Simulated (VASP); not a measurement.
# Ti (Fd-3m) in VASP: a series of runs

Ti is run at these levels: LDA; tasks: single point.

All numbers are computed with VASP 6.6.1; they aren't measurements. Logs are shortened: lines on timing, memory, paths and dates and some standing lists are left out, and cuts for length are marked.

**1. The cell of the first run**

The structure is cubic, space group Fd-3m (No. 227). The conventional cell has a = 4.288 Å, b = 4.288 Å, c = 4.288 Å, α = 90.00°, β = 90.00°, γ = 90.00°. Ti (site symmetry -43m) has 4 Ti at 1.86 Å within 2.5 Å.

**2. Single point, LDA**

INCAR reads:

```
PREC     = Accurate       # precision mode
ENCUT    = 520            # plane-wave cutoff, eV
EDIFF    = 1E-6           # SCF threshold, eV
ISMEAR   = -1             # smearing method
SIGMA    = 0.1            # smearing width, eV
LREAL    = F              # projectors in reciprocal space
LASPH    = T              # aspherical terms in the spheres
NELM     = 100            # most SCF steps
ALGO     = Normal         # electronic algorithm
ISIF     = 2              # what is computed and relaxed
LWAVE    = F              # write WAVECAR
LCHARG   = T              # write CHGCAR
LELF     = T              # ELF
LVHAR    = T            
NBANDS   = 19             # bands
```

KPOINTS reads:

```
Automatic mesh
0
Gamma
  14 14 14
```

POSCAR reads:

```
Ti
1.0
    0.0000000000      2.1437753960      2.1437753960
    2.1437753960      0.0000000000      2.1437753960
    2.1437753960      2.1437753960      0.0000000000
Ti
2
Direct
   -0.1250000000     -0.1250000000     -0.1250000000
    0.1250000000      0.1250000000      0.1250000000
```

Potentials or basis: VASP PAW LDA potentials, release 64 (Ti_sv).

The run is started by

```sh
cat potpaw_LDA.64/Ti_sv/POTCAR > POTCAR
mpirun -np 1 vasp_std > vasp.out
```

OUTCAR:

```text
PREC = Accurate
   ENCUT = 520
   EDIFF = 1E-6
   ISMEAR = -1
   LREAL = F
   LASPH = T
   NELM = 100
   ISIF = 2

 ion  position               nearest neighbor table
   1  0.875  0.875  0.875-   2 1.86   2 1.86   2 1.86   2 1.86
   2  0.125  0.125  0.125-   1 1.86   1 1.86   1 1.86   1 1.86

  LATTYP: Found a face centered cubic cell.
 ALAT       =     4.2875507920

  Lattice vectors:

 A1 = (   0.0000000000,   2.1437753960,   2.1437753960)
 A2 = (   2.1437753960,   0.0000000000,   2.1437753960)
 A3 = (   2.1437753960,   2.1437753960,   0.0000000000)

Analysis of symmetry for initial positions (statically):
=====================================================================
 Subroutine PRICEL returns:
 Original cell was already a primitive cell.

 Routine SETGRP: Setting up the symmetry group for a
 face centered cubic supercell.

 Subroutine GETGRP returns: Found 48 space group operations
 (whereof 12 operations were pure point group operations)
 out of a pool of 48 trial point group operations.

The static configuration has the point symmetry D_3d.
 The point group associated with its full space group is O_h .

Analysis of symmetry for dynamics (positions and initial velocities):
=====================================================================
 Subroutine PRICEL returns:
 Original cell was already a primitive cell.

 Routine SETGRP: Setting up the symmetry group for a
 face centered cubic supercell.

 Subroutine GETGRP returns: Found 48 space group operations
 (whereof 12 operations were pure point group operations)
 out of a pool of 48 trial point group operations.

The dynamic configuration has the point symmetry D_3d.
 The point group associated with its full space group is O_h .

 Subroutine INISYM returns: Found 48 space group operations
 (whereof 12 operations are pure point group operations),
 and found     1 'primitive' translations

----------------------------------------------------------------------------------------

                                     Primitive cell

  volume of cell :      19.7046

  direct lattice vectors                    reciprocal lattice vectors
     0.000000000  2.143775396  2.143775396    -0.233233389  0.233233389  0.233233389
     2.143775396  0.000000000  2.143775396     0.233233389 -0.233233389  0.233233389
     2.143775396  2.143775396  0.000000000     0.233233389  0.233233389 -0.233233389

[... 73 lines left out ...]
 SYSTEM =  unknown system
   PREC   = accura    normal or accurate (medium, high low for compatibility)
   ISTART =      0    job   : 0-new  1-cont  2-samecut
   ICHARG =      2    charge: 1-file 2-atom 10-const
   ISPIN  =      1    spin polarized calculation?
   LNONCOLLINEAR =      F non collinear calculations
   LSORBIT =      F    spin-orbit coupling
   LASPH  =      T    aspherical Exc in radial PAW
   ENCUT  =  520.0 eV  38.22 Ry    6.18 a.u.   5.64  5.64  5.64*2*pi/ulx,y,z
   NELM   =    100;   NELMIN=  2; NELMDL= -5     # of ELM steps
   EDIFF  = 0.1E-05   stopping-criterion for ELM
   LREAL  =      F    real-space projection
   EDIFFG = 0.1E-04   stopping-criterion for IOM
   NSW    =      0    number of steps for IOM
   IBRION =     -1    ionic relax: 0-MD 1-quasi-New 2-CG
   NFREE  =      0    steps in history (QN), initial steepest desc. (CG)
   ISIF   =      2    stress and relaxation
   ISYM   =      2    0-nonsym 1-usesym 2-fastsym
   POTIM  = 0.5000    time-step for ionic-motion
   TEBEG  =    0.0;   TEEND  =   0.0 temperature during run
   PSTRESS=    0.0 pullay stress
   NELECT =      24.0000    total number of electrons
   NUPDOWN=      -1.0000    fix difference up-down
   EMIN   =  10.00;   EMAX   =-10.00  energy-range for DOS
   EFERMI =   0.00;   METHOD = LEGACY
   ISMEAR =    -1;   SIGMA  =   0.10  broadening in eV -4-tet -1-fermi 0-gaus
   EFERMI_NEDOS =   21; number of points for ismear=-14 and -15
   IALGO  =     38    algorithm
   IMIX   =      4    mixing-type and parameters
     AMIX     =   0.40;   BMIX     =  1.00
     AMIX_MAG =   1.60;   BMIX_MAG =  1.00
  volume/ion in A,a.u.               =       9.85        66.49
  Fermi-wavevector in a.u.,A,eV,Ry     =   1.748327  3.303859 41.588205  3.056647
  Thomas-Fermi vector in A             =   2.819455
   LORBIT       =      0    0 simple, 1 ext, 2 COOP (PROOUT), +10 PAW based schemes
   GGA     = CA    functional components
   LHFCALC =     F    Hartree Fock is set to
   AEXX    =    0.0000 exact exchange contribution
   IVDW    =     0    specifies the selected vdW correction
   LEPSILON=     F    determine dielectric tensor
   LRPA    =     F    only Hartree local field effects (RPA)
 non-spin polarized calculation
  energy-cutoff  :      520.00
  volume of cell :       19.70
 maximum number of plane-waves:       544
   NGX = 11   NGY = 11   NGZ = 11

 number of electron      24.0000009 magnetization

 Free energy of the ion-electron system (eV)
  ---------------------------------------------------
  ext. energy  EPLUGINS =         0.00000000
  ---------------------------------------------------
  free energy    TOTEN  =        -8.11053366 eV

  energy without entropy =       -8.04056036  energy(sigma->0) =       -8.07554701

 E-fermi :  15.7894     XC(G=0): -14.4493

 val. band max:       15.7801093353   @ k =   0.2143   0.0714   0.0000
 cond. band min:      15.7901233395   @ k =  -0.4286   0.2143   0.0000
 fundamental gap:      0.0100140043
 Fermi energy:        15.7894123627

 k-point     1 :       0.0000    0.0000    0.0000
  band No.  band energies     occupation
      1     -42.6251      2.00000
      2     -37.0144      2.00000
      3     -18.9703      2.00000
      4     -18.9703      2.00000
      5     -18.9703      2.00000
      6     -14.9265      2.00000
[... 505 lines left out ...]
      6     -15.1196      2.00000
[... 11 lines left out ...]
     18      22.9738      0.00000
     19      24.8636      0.00000

 [... further k-points ...]
[... 5 lines left out ...]
  --------------------------------------------------------------------------------------
  -------------------------------------------------------------------------------------
  Total       20.1083405     20.1083405     20.1083405      0.0000000      0.0000000     -0.0000000
  in kB     1635.0045660   1635.0045660   1635.0045660      0.0000000      0.0000000     -0.0000000
  external PRESSURE =    1635.0045660 kB  Pullay stress =       0.0000000 kB

 VOLUME and BASIS-vectors are now :
 -----------------------------------------------------------------------------
  energy-cutoff  :      520.00
  volume of cell :       19.70
      direct lattice vectors                 reciprocal lattice vectors
     0.000000000  2.143775396  2.143775396    -0.233233389  0.233233389  0.233233389
     2.143775396  0.000000000  2.143775396     0.233233389 -0.233233389  0.233233389
     2.143775396  2.143775396  0.000000000     0.233233389  0.233233389 -0.233233389

 POSITION                                       TOTAL-FORCE (eV/Angst)
 -----------------------------------------------------------------------------------
      3.75161      3.75161      3.75161         0.000000     -0.000000      0.000000
      0.53594      0.53594      0.53594        -0.000000      0.000000     -0.000000
 -----------------------------------------------------------------------------------
    total drift:                                0.000000      0.000000      0.000000

  FREE ENERGIE OF THE ION-ELECTRON SYSTEM (eV)
  ---------------------------------------------------
  free  energy   TOTEN  =        -8.1105336577 eV

  energy  without entropy=       -8.0405603588  energy(sigma->0) =       -8.07554701
```

Wall time 72 s (1 thread of Intel Xeon 8259CL, shared host); peak memory 0.15 GiB.

What came out:

```yaml
Free_energy: -8.1105 eV
Pressure: 163.5 GPa
Band_gap_on_the_k_mesh: zero (band 12 reaches 17.37 eV, above the bottom of band 13 at 14.36 eV)
```

**3. Single point, LDA**

This run uses another cell than the first one, of 9.89 Å³/atom, 1.004 times its volume.

INCAR reads:

```
SYSTEM = Ti
ALGO = Normal
EDIFF = 1E-6
ENCUT = 520
ISIF = 2
ISMEAR = -1
LASPH = .TRUE.
LCHARG = .FALSE.
LREAL = .FALSE.
LWAVE = .FALSE.
NBANDS = 19
NELM = 100
PREC = Accurate
SIGMA = 0.1
```

KPOINTS reads:

```
k-points
0
G
  14 14 14
  0 0 0
```

POSCAR reads:

```
Ti
1.0
    0.0000000000      2.1468119747      2.1468119747
    2.1468119747      0.0000000000      2.1468119747
    2.1468119747      2.1468119747      0.0000000000
Ti
2
Direct
   -0.1250000000     -0.1250000000     -0.1250000000
    0.1250000000      0.1250000000      0.1250000000
```

Potentials or basis: VASP PAW LDA potentials, release 64 (Ti_sv).

The run is started by

```sh
cat potpaw_LDA.64/Ti_sv/POTCAR > POTCAR
mpirun -np 1 vasp_std > vasp.out
```

Run time: 80 s. Hardware: 1 thread of Intel Xeon 8259CL, shared host; peak memory 0.15 GiB.

Results (log left out):

| Property | Result |
| --- | --- |
| Free energy | -8.1953 eV |
| Pressure | 160.4 GPa |
| Band gap on the k mesh | zero (band 12 reaches 17.29 eV, above the bottom of band 13 at 14.30 eV) |

Levels at points of the mesh, in eV from the Fermi level:
```tsv
k point	band 10	band 11	band 12	band 13	band 14	band 15
(0.00, 0.00, 0.00)	-3.51	-3.51	-0.38	-0.38	-0.38	4.19
(0.50, 0.00, 0.00)	-3.12	-3.12	-1.42	-1.42	-0.99	3.68
(0.50, 0.50, 0.00)	-5.75	-1.36	-1.36	1.69	1.69	4.94
```
